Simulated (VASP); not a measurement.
# SnB17N18 (a cell with a defect) in VASP: electric field gradients with PBE

Aim: the electric field gradients of SnB17N18 (a cell with a defect) with PBE.

Program: VASP 6.6.1. These are calculated values, not measurements. Logs are shortened: lines on timing, memory, paths and dates and some standing lists are left out, and cuts for length are marked.

## 1. The cell of the first run

The cell holds a defect, 36 atoms: a = 7.465 Å, b = 7.465 Å, c = 6.495 Å, α = 90.00°, β = 90.00°, γ = 120.00°.

## 2. Electric field gradients, PBE, collinear spin

INCAR reads:

```
PREC = Accurate ; ENCUT = 520
EDIFF = 1E-8 ; ISMEAR = -1
SIGMA = 0.01 ; LREAL = False
LASPH = True ; NELM = 200
ALGO = Normal ; ISIF = 2
LWAVE = False ; LCHARG = False
ISPIN = 2 ; MAGMOM = 0 0 0 0 0 0 0 0 0 0 0 0 0 0 0 0 0 0 0 0 0 0 0 0.03 0 0.03 0.04 0.01 0 0.01 0 0.1 0.05 0.01 0.05 0.1
LORBIT = 11 ; NUPDOWN = 1.0
GGA = PE ; LEFG = True
NBANDS = 106 ; GGA_COMPAT = False
KPAR = 2 ; NCORE = 2
```

KPOINTS reads:

```
Automatic mesh
0
Gamma
  2 2 2
  0.5 0.5 0.5
```

POSCAR reads:

```
SnB17N18
1.0
    7.4650312844      0.0000000000      0.0000000000
   -3.7325156422      6.4649067324      0.0000000000
    0.0000000000      0.0000000000      6.4954828762
B N Sn
17 18 1
Direct
    0.0871585075      0.2110675221      0.2525259728
    0.2418353406      0.1190855321      0.7346807500
    0.0868497356      0.5439908721      0.2474402179
    0.2414013873      0.4584360717      0.7363831786
    0.0869304607      0.8779429950      0.2449598410
    0.2408990235      0.7887179427      0.7900351313
    0.4192079694      0.2093566340      0.2245085442
    0.5718637393      0.1172910691      0.7675346964
    0.4193236348      0.5447312626      0.2276485191
    0.4205717494      0.8776390698      0.2408619297
    0.5718376576      0.7908724847      0.7703567709
    0.7548321115      0.2115601631      0.2410985087
    0.9104965124      0.1233268871      0.7669362472
    0.7610657628      0.5482921464      0.1458108922
    0.9138374340      0.4562860812      0.8256872021
    0.7550035506      0.8784775838      0.2413223047
    0.9141589669      0.7942139426      0.8264069012
    0.1315711030      0.2334847662      0.7354125601
    0.1982023467      0.1007233113      0.2450974950
    0.1305305860      0.5655259007      0.7834250766
    0.1984338209      0.4338260739      0.2503366598
    0.1310738654      0.9014256196      0.7871029683
    0.1981983924      0.7671297232      0.2481935111
    0.4570544087      0.2079897690      0.6971882336
    0.5314941449      0.1003528377      0.2319420138
    0.4581764811      0.5826717124      0.7060651651
    0.5308247657      0.4333295258      0.2095590870
    0.4623071245      0.8988944482      0.7979022578
    0.5315956334      0.7669632169      0.2351941496
    0.7978970115      0.2347299982      0.7864108294
    0.8646080796      0.1005445089      0.2605938926
    0.8155775693      0.5758855996      0.8976242363
    0.8649607362      0.4330857845      0.2313621753
    0.7979809580      0.8987071338      0.7862436131
    0.8651021563      0.7681542487      0.2315938054
    0.6481660374      0.4929659635      0.5780390017
```

Potentials or basis: VASP PAW PBE potentials, release 64 (B, N, Sn_d).

Command:

```
$ cat potpaw_PBE.64/B/POTCAR potpaw_PBE.64/N/POTCAR potpaw_PBE.64/Sn_d/POTCAR > POTCAR
$ mpirun -np 4 vasp_std > vasp.out
```

OUTCAR:

```text
PREC = Accurate
   ENCUT = 520
   EDIFF = 1E-8
   ISMEAR = -1
   LREAL = False
   LASPH = True
   NELM = 200
   ISIF = 2
   ISPIN = 2
   LORBIT = 11
   NUPDOWN = 1.0
   GGA = PE

 ion  position               nearest neighbor table
   1  0.087  0.211  0.253-  19 1.43  31 1.44  21 1.44
   2  0.242  0.119  0.735-  24 1.42  22 1.45  18 1.45
   3  0.087  0.544  0.247-  21 1.43  33 1.44  23 1.44
   4  0.241  0.458  0.736-  26 1.42  20 1.44  18 1.45
   5  0.087  0.878  0.245-  23 1.44  35 1.44  19 1.44
   6  0.241  0.789  0.790-  28 1.43  22 1.44  20 1.44
   7  0.419  0.209  0.225-  25 1.43  19 1.44  27 1.45
   8  0.572  0.117  0.768-  24 1.41  28 1.43  30 1.47  36 2.85
   9  0.419  0.545  0.228-  21 1.44  29 1.44  27 1.45
  10  0.421  0.878  0.241-  29 1.43  23 1.44  25 1.44
  11  0.572  0.791  0.770-  26 1.41  28 1.42  34 1.47  36 2.85
  12  0.755  0.212  0.241-  31 1.43  33 1.43  25 1.45
  13  0.910  0.123  0.767-  18 1.44  30 1.45  34 1.46
  14  0.761  0.548  0.146-  33 1.52  35 1.53  27 1.55  32 1.65  36 2.90
  15  0.914  0.456  0.826-  20 1.43  30 1.46  32 1.49  36 2.67
  16  0.755  0.878  0.241-  35 1.43  31 1.44  29 1.44
  17  0.914  0.794  0.826-  22 1.43  34 1.45  32 1.49  36 2.67
  18  0.132  0.233  0.735-  13 1.44   2 1.45   4 1.45
  19  0.198  0.101  0.245-   1 1.43   7 1.44   5 1.44
  20  0.131  0.566  0.783-  15 1.43   4 1.44   6 1.44
  21  0.198  0.434  0.250-   3 1.43   9 1.44   1 1.44
  22  0.131  0.901  0.787-  17 1.43   6 1.44   2 1.45
  23  0.198  0.767  0.248-   5 1.44  10 1.44   3 1.44
  24  0.457  0.208  0.697-   8 1.41   2 1.42  36 2.03
  25  0.531  0.100  0.232-   7 1.43  10 1.44  12 1.45
  26  0.458  0.583  0.706-  11 1.41   4 1.42  36 2.03
  27  0.531  0.433  0.210-   9 1.45   7 1.45  14 1.55  36 2.51
  28  0.462  0.899  0.798-  11 1.42   8 1.43   6 1.43
  29  0.532  0.767  0.235-  10 1.43   9 1.44  16 1.44
  30  0.798  0.235  0.786-  13 1.45  15 1.46   8 1.47
  31  0.865  0.101  0.261-  12 1.43   1 1.44  16 1.44
  32  0.816  0.576  0.898-  15 1.49  17 1.49  14 1.65  36 2.34
  33  0.865  0.433  0.231-  12 1.43   3 1.44  14 1.52
  34  0.798  0.899  0.786-  17 1.45  13 1.46  11 1.47
  35  0.865  0.768  0.232-  16 1.43   5 1.44  14 1.53
  36  0.648  0.493  0.578-  26 2.03  24 2.03  32 2.34  27 2.51  17 2.67  15 2.67  11 2.85   8 2.85
                            14 2.90

  LATTYP: Found a hexagonal cell.
 ALAT       =     7.4650312844
 C/A-ratio  =     0.8701213202

  Lattice vectors:

 A1 = (   7.4650312844,   0.0000000000,   0.0000000000)
 A2 = (  -3.7325156422,   6.4649067324,   0.0000000000)
 A3 = (   0.0000000000,   0.0000000000,   6.4954828762)

Analysis of symmetry for initial positions (statically):
=====================================================================
 Subroutine PRICEL returns:
 Original cell was already a primitive cell.

 Routine SETGRP: Setting up the symmetry group for a
 hexagonal supercell.

 Subroutine GETGRP returns: Found  1 space group operations
 (whereof  1 operations were pure point group operations)
 out of a pool of 24 trial point group operations.

The static configuration has the point symmetry C_1 .

Analysis of symmetry for dynamics (positions and initial velocities):
=====================================================================
 Subroutine PRICEL returns:
 Original cell was already a primitive cell.

 Routine SETGRP: Setting up the symmetry group for a
 hexagonal supercell.

 Subroutine GETGRP returns: Found  1 space group operations
 (whereof  1 operations were pure point group operations)
 out of a pool of 24 trial point group operations.

The dynamic configuration has the point symmetry C_1 .

Analysis of structural, dynamic, and magnetic symmetry:
=====================================================================
 Subroutine PRICEL returns:
 Original cell was already a primitive cell.

 Routine SETGRP: Setting up the symmetry group for a
 hexagonal supercell.

 Subroutine GETGRP returns: Found  1 space group operations
 (whereof  1 operations were pure point group operations)
 out of a pool of 24 trial point group operations.

The overall configuration has the point symmetry C_1 .

 Subroutine INISYM returns: Found  1 space group operations
 (whereof  1 operations are pure point group operations),
 and found     1 'primitive' translations

[... 194 lines left out ...]
  energy without entropy =     -305.40998765  energy(sigma->0) =     -305.40998765

 E-fermi :   3.8664     XC(G=0): -10.5783

 val. band max:        4.5170068304   @ k =   0.2500   0.2500   0.2500
 cond. band min:       4.9611114026   @ k =   0.2500   0.0000   0.2500
 fundamental gap:      0.4441045722
 Fermi energy:         4.7884884587

 spin component 1

 k-point     1 :       0.2500    0.2500    0.2500
  band No.  band energies     occupation
      1     -16.7675      1.00000
      2     -16.7199      1.00000
      3     -16.6383      1.00000
      4     -16.5426      1.00000
      5     -16.4524      1.00000
      6     -14.2407      1.00000
[... 1093 lines left out ...]
     88       9.8228      0.00000
     89      10.2670      0.00000
 Fermi energy:         3.8664387659

 spin component 2

 k-point     1 :       0.2500    0.2500    0.2500
  band No.  band energies     occupation
      1     -16.6954      1.00000
      2     -16.6151      1.00000
      3     -16.5590      1.00000
      4     -16.4376      1.00000
      5     -16.3483      1.00000
      6     -14.2041      1.00000
[... 1093 lines left out ...]
     88       9.8630      0.00000
     89      10.3101      0.00000
 [bands above 89 left out]

------------------------ aborting loop because EDIFF is reached ----------------------------------------

  FORCE on cell =-STRESS in cart. coord.  units (eV):
  Direction    XX          YY          ZZ          XY          YZ          ZX
  --------------------------------------------------------------------------------------
  -------------------------------------------------------------------------------------
  Total       23.7112583     25.4650869     10.0448587     -2.6002407      0.7771978      1.5836703
  in kB      121.1880634    130.1518685     51.3391978    -13.2898109      3.9722524      8.0941268
  external PRESSURE =     100.8930432 kB  Pullay stress =       0.0000000 kB

 VOLUME and BASIS-vectors are now :
 -----------------------------------------------------------------------------
  energy-cutoff  :      520.00
  volume of cell :      313.48
      direct lattice vectors                 reciprocal lattice vectors
     7.465031284  0.000000000  0.000000000     0.133957911  0.077340636  0.000000000
    -3.732515642  6.464906732  0.000000000     0.000000000  0.154681273  0.000000000
     0.000000000  0.000000000  6.495482876     0.000000000  0.000000000  0.153953142

 POSITION                                       TOTAL-FORCE (eV/Angst)
 -----------------------------------------------------------------------------------
     -0.13717      1.36453      1.64028        -0.190779      0.128728      0.028781
      1.36082      0.76988      4.77211         0.058853     -0.040902     -0.049056
     -1.38212      3.51685      1.60724        -0.216083      0.114065     -0.006035
      0.09095      2.96375      4.78316         0.210097     -0.016508     -0.130880
     -2.62800      5.67582      1.59113        -0.131659      0.091128      0.025594
     -1.14558      5.09899      5.13166         0.180020     -0.062223      0.005852
[... 28 lines left out ...]
      3.59087      4.96605      1.50431         0.144077     -0.080957     -0.091844
      2.99858      3.18698      3.75464         0.067219     -0.027880      0.061802
 -----------------------------------------------------------------------------------
    total drift:                               -0.000088     -0.001163      0.000260

  FREE ENERGIE OF THE ION-ELECTRON SYSTEM (eV)
  ---------------------------------------------------
  free  energy   TOTEN  =      -305.4099876515 eV

  energy  without entropy=     -305.4099876515  energy(sigma->0) =     -305.40998765

 Electric field gradients (V/A^2)
---------------------------------------------------------------------
 ion       V_xx      V_yy      V_zz      V_xy      V_xz      V_yz
---------------------------------------------------------------------
   1     -17.987   -17.280    35.267     0.197     2.317     0.455
   2     -18.476   -13.162    31.639     0.846     6.397    10.130
   3     -17.892   -17.401    35.294    -0.133    -3.274    -1.691
   4     -14.858   -17.511    32.369    -1.705    10.615    -0.121
   5     -18.325   -17.128    35.453     0.059    -3.037    -1.113
   6     -18.350   -17.538    35.888    -0.163    -0.111    -0.635
[... 28 lines left out ...]
  35      -2.026    -6.967     8.993     0.899    -2.045     8.811
  36     -66.929   -50.556   117.485   -18.612   187.222   101.030
---------------------------------------------------------------------

 Electric field gradients after diagonalization (V/A^2)
 (convention: |V_zz| > |V_xx| > |V_yy|)
----------------------------------------------------------------------
 ion       V_xx      V_yy      V_zz     asymmetry (V_yy - V_xx)/ V_zz
----------------------------------------------------------------------
   1     -18.125   -17.247    35.372       0.025
   2     -19.323   -15.279    34.602       0.117
   3     -18.171   -17.377    35.548       0.022
   4     -18.977   -15.672    34.649       0.095
   5     -18.496   -17.151    35.648       0.038
   6     -18.382   -17.513    35.896       0.024
[... 28 lines left out ...]
  35     -11.176    -1.876    13.052       0.713
  36    -214.987   -38.657   253.644       0.695
----------------------------------------------------------------------

           NMR quadrupolar parameters

 Cq : quadrupolar parameter    Cq=e*Q*V_zz/h
 eta: asymmetry parameters     (V_yy - V_xx)/ V_zz
 Q  : nuclear electric quadrupole moment in mb (millibarn)
----------------------------------------------------------------------
 ion       Cq(MHz)       eta       Q (mb)
----------------------------------------------------------------------
   1       0.086       0.025       1.000
   2       0.084       0.117       1.000
   3       0.086       0.022       1.000
   4       0.084       0.095       1.000
   5       0.086       0.038       1.000
   6       0.087       0.024       1.000
[... 28 lines left out ...]
  35       0.032       0.713       1.000
  36       0.613       0.695       1.000
----------------------------------------------------------------------

 total charge

# of ion       s       p       d       tot
------------------------------------------
    1        0.753   1.450   0.000   2.203
    2        0.746   1.434   0.000   2.181
    3        0.752   1.449   0.000   2.201
    4        0.747   1.438   0.000   2.185
    5        0.753   1.450   0.000   2.203
    6        0.754   1.446   0.000   2.200
[... 28 lines left out ...]
   35        1.232   2.778   0.000   4.010
   36        1.166   1.068  10.156  12.390
--------------------------------------------------
tot         35.986  75.631  10.156 121.773

 magnetization (x)

# of ion       s       p       d       tot
------------------------------------------
    1        0.000   0.001   0.000   0.002
    2        0.000   0.004   0.000   0.004
    3       -0.000   0.001   0.000   0.000
    4        0.000   0.004   0.000   0.004
    5       -0.000   0.001   0.000   0.001
    6        0.000   0.001   0.000   0.001
[... 28 lines left out ...]
   35        0.003   0.053   0.000   0.057
   36        0.192   0.135   0.001   0.328
--------------------------------------------------
tot          0.221   0.526   0.001   0.748
```

Run time: 4.1 min. Hardware: 4 MPI ranks of AMD EPYC 7R13 (Zen 3), shared host; peak memory 0.48 GiB.

Results:

* Free energy: -305.4100 eV
* Pressure: 10.1 GPa
* Largest force: 0.271 eV/Å
* Net moment: 1.00 μB per cell
* Site moments: B +0.00, -0.00, +0.01 (each value once); N +0.00, +0.01, +0.04, +0.05, +0.11, +0.06 (each value once); Sn +0.33 μB
* Largest electric field gradient by atom: B +35.4, +34.6, +35.5, +35.6, +35.9, +35.2, +36.1, +35.7, +35.0, +34.7, +8.6, +36.9, +36.8 (each value once); N -1.2, +6.0, +5.0, +5.5, +4.6, +3.9, -30.5, +5.4, -32.6, +18.8, +11.4, +4.9, -11.9, +2.6, -50.9, +12.7, -10.8, +13.1; Sn +253.6 V/Å²
* Valence electrons inside the program's atomic spheres: B 2.20, 2.18, 2.19, 2.22, 2.21, 2.15, 2.00 (each value once); N 4.01, 4.04, 3.98, 4.07, 4.00, 3.92 (each value once); Sn 12.39

Forces on the atoms (eV/Å):
```
B   -0.191  0.129  0.029
B    0.059 -0.041 -0.049
B   -0.216  0.114 -0.006
B    0.210 -0.017 -0.131
B   -0.132  0.091  0.026
B    0.180 -0.062  0.006
B   -0.143  0.071  0.011
B    0.133 -0.070  0.016
B   -0.170  0.091 -0.032
B   -0.182  0.131  0.001
B    0.223 -0.150 -0.034
B   -0.211  0.113 -0.068
B    0.133 -0.053  0.044
B   -0.105  0.017 -0.009
B    0.088 -0.011 -0.044
B   -0.201  0.112  0.017
B    0.060 -0.022  0.024
N   -0.114  0.011  0.036
N    0.187 -0.087  0.089
N   -0.198  0.103  0.073
N    0.206 -0.144 -0.004
N   -0.058  0.006 -0.105
N    0.142 -0.107  0.026
N   -0.017  0.090  0.072
N    0.157 -0.084  0.019
N   -0.160  0.088  0.051
N    0.126 -0.034 -0.098
N   -0.241  0.078 -0.037
N    0.180 -0.091 -0.035
N   -0.191  0.075  0.008
N    0.232 -0.135  0.008
N   -0.037 -0.081  0.099
N    0.166 -0.073  0.003
N   -0.125  0.051  0.026
N    0.144 -0.081 -0.092
Sn   0.067 -0.028  0.062
```

Electric field gradients, principal values (V/Å²):
| atom | least | middle | greatest (by size) |
| --- | --- | --- | --- |
| 1 B | -17.247 | -18.125 | 35.372 |
| 2 B | -15.279 | -19.323 | 34.602 |
| 3 B | -17.377 | -18.171 | 35.548 |
| 4 B | -15.672 | -18.977 | 34.649 |
| 5 B | -17.151 | -18.496 | 35.648 |
| 6 B | -17.513 | -18.382 | 35.896 |
| 7 B | -15.829 | -19.365 | 35.193 |
| 8 B | -15.451 | -20.646 | 36.097 |
| 9 B | -16.526 | -18.680 | 35.207 |
| 10 B | -17.493 | -18.231 | 35.724 |
| 11 B | -15.627 | -20.468 | 36.095 |
| 12 B | -16.673 | -18.325 | 34.998 |
| 13 B | -16.036 | -18.706 | 34.742 |
| 14 B | -2.541 | -6.039 | 8.580 |
| 15 B | -16.794 | -20.082 | 36.876 |
| 16 B | -16.329 | -18.693 | 35.022 |
| 17 B | -16.421 | -20.399 | 36.820 |
| 18 N | 0.365 | 0.848 | -1.213 |
| 19 N | -2.453 | -3.514 | 5.967 |
| 20 N | -0.980 | -4.049 | 5.029 |
| 21 N | -2.359 | -3.122 | 5.480 |
| 22 N | -0.619 | -3.977 | 4.596 |
| 23 N | -1.966 | -1.969 | 3.936 |
| 24 N | 3.214 | 27.298 | -30.512 |
| 25 N | -1.530 | -3.830 | 5.360 |
| 26 N | 2.821 | 29.806 | -32.627 |
| 27 N | -6.656 | -12.099 | 18.756 |
| 28 N | -4.637 | -6.737 | 11.374 |
| 29 N | -1.636 | -3.283 | 4.919 |
| 30 N | 1.483 | 10.430 | -11.914 |
| 31 N | -0.947 | -1.609 | 2.557 |
| 32 N | 8.010 | 42.895 | -50.906 |
| 33 N | -1.774 | -10.886 | 12.660 |
| 34 N | 0.947 | 9.882 | -10.829 |
| 35 N | -1.876 | -11.176 | 13.052 |
| 36 Sn | -38.657 | -214.987 | 253.644 |

Caveat: the k points lie up to 0.49 Å⁻¹ apart; without QUAD_EFG the Cq values of the log hold for a quadrupole moment of 1 mb, not for the nuclei; spin-orbit coupling is left out, which moves the levels of the heavy elements; the total moment is fixed, so each spin has its own Fermi level.
